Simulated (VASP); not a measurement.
Set up this calculation in VASP 6.6.1, as the native input.

| Item | Value |
| --- | --- |
| Task | single point |
| Functional | PBE |
| Potentials or basis | VASP PAW PBE potentials, release 64 (Ag) |
| Cutoff | 520 eV |
| k mesh | 14 × 14 × 14 |
| Occupations | fermi-dirac, width 0.05 eV |
| Spin | no spin polarisation |
| Dipole correction | no |
| Further INCAR settings | ALGO = Normal; EDIFF = 1e-06; NBANDS = 18 |

The structure of Ag lies in POSCAR:

```
Ag
1.0
    0.0000000000      2.8212184587      2.8212184587
    2.8212184587      0.0000000000      2.8212184587
    2.8212184587      2.8212184587      0.0000000000
Ag
2
Direct
    0.0000000000      0.0000000000      0.0000000000
    0.2500000000      0.2500000000      0.2500000000
```

This isn't the form of Ag at room conditions, which is fcc.

One way to write it, as run:

INCAR

```
PREC = Accurate ; ENCUT = 520
EDIFF = 1E-6 ; ISMEAR = -1
SIGMA = 0.05 ; LREAL = False
LASPH = True ; NELM = 100
ALGO = Normal ; ISIF = 2
LWAVE = False ; LCHARG = False
GGA = PE ; NBANDS = 18
```

KPOINTS

```
Automatic mesh
0
Gamma
  14 14 14
```

Potentials or basis: VASP PAW PBE potentials, release 64 (Ag).

The run is started by

```console
$ cat potpaw_PBE.64/Ag/POTCAR > POTCAR
$ mpirun -np 1 vasp_std > vasp.out
```

Results of the run:

```
Pressure               : 19.7 GPa
Band gap on the k mesh : zero (bands 11 and 12 overlap by 1.36 eV)
```

Caveat: the cell stands under pressure.

It took 51 s on 1 thread of Intel(R) Xeon(R) Platinum 8488C (Sapphire Rapids) (shared host), peak memory 0.21 GiB.
